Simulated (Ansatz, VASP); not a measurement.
**One calculation of Pb, two programs**

```
CELL_PARAMETERS angstrom
3.48000 0.00000 0.00000
-1.74000 3.01377 0.00000
0.00000 0.00000 5.61795
ATOMIC_POSITIONS crystal
Pb 0.33333 0.66667 0.25000
Pb 0.66667 0.33333 0.75000
```

Change from the starting cell: strain +0.0050 x Voigt [0, 0, 1, 0, 0, 0], atoms carried along.

Alike in both runs: task single point; functional PBEsol; k mesh 15 × 15 × 10; occupations gaussian, width 0.15 eV; no spin polarisation.

|  | VASP | Ansatz |
| --- | --- | --- |
| version | VASP 6.6.1 | Ansatz 0.2.0 |
| potentials or method | VASP PAW PBE potentials, release 64 (Pb_d), cutoff 520 eV | scalar-relativistic, plane waves, PAW |
| valence electrons in the cell | 28 | 28 |

```csv
,VASP,Ansatz,Ansatz less VASP
gap on the k mesh at the Fermi level (eV),none,none,-
pressure (GPa),0.7,0.7,+0.07
"traceless stress, the component that is largest in VASP (GPa)",1.28,1.28,0.000
```

VASP's potentials were made for PBE, not for PBEsol. A gap of «none» marks a metal or a gap that the smearing closes.

Neither program's run includes spin-orbit coupling.
